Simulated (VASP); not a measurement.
Write the native input for VASP 6.6.1 that does the following.

- Task: single point
- Functional: PBE
- Potentials or basis: VASP PAW PBE potentials, release 64 (Si)
- Cutoff: 520 eV
- k mesh: 5 × 7 × 3
- Occupations: gaussian, width 0.05 eV
- Spin: no spin polarisation
- Dipole correction: no
- Further INCAR settings: ALGO = Normal; EDIFF = 1e-06; NBANDS = 36

The structure of Si lies in POSCAR:

```
Si
1.0
    5.4695214896      0.0000000000      0.0000000000
    0.0000000000      2.7347607448     -2.7347607448
    0.0000000000      8.2042822345      8.2042822345
Si
12
Direct
    0.5000000000      0.0000000000      0.3333333333
    0.0000000000      0.5000000000      0.5000000000
    0.5000000000      0.0000000000      0.6666666667
    0.0000000000      0.5000000000      0.8333333333
    0.5000000000      0.0000000000      0.0000000000
    0.0000000000      0.5000000000      0.1666666667
    0.7500000000      0.0000000000      0.5000000000
    0.2500000000      0.5000000000      0.6666666667
    0.7500000000      0.0000000000      0.8333333333
    0.2500000000      0.5000000000      1.0000000000
    0.7500000000      0.0000000000      0.1666666667
    0.2500000000      0.5000000000      0.3333333333
```

The input as run:

INCAR

```
SYSTEM = Si
PREC = Accurate ; ENCUT = 520
EDIFF = 1E-6 ; ISMEAR = 0
SIGMA = 0.05 ; LREAL = .FALSE.
LASPH = .TRUE. ; NELM = 80
ALGO = Normal ; ISIF = 2
LWAVE = .FALSE. ; LCHARG = .TRUE.
GGA = PE ; LELF = .TRUE.
LVHAR = .TRUE. ; NBANDS = 36
```

KPOINTS

```
regular mesh
0
G
  5 7 3
  0 0 0
```

Potentials or basis: VASP PAW PBE potentials, release 64 (Si).

Command:

```bash
$ cat potpaw_PBE.64/Si/POTCAR > POTCAR
$ mpirun -np 1 vasp_std > vasp.out
```

It gave:

```json
{
  "Pressure": "0.0 GPa",
  "Band gap on the k mesh": "0.62 eV"
}
```

Caveat: an odd mesh through Γ misses points on the zone boundary, where band edges can lie.

Wall time 2.4 min on 1 thread of Intel(R) Xeon(R) Platinum 8488C (Sapphire Rapids), on a shared host, peak memory 0.38 GiB.
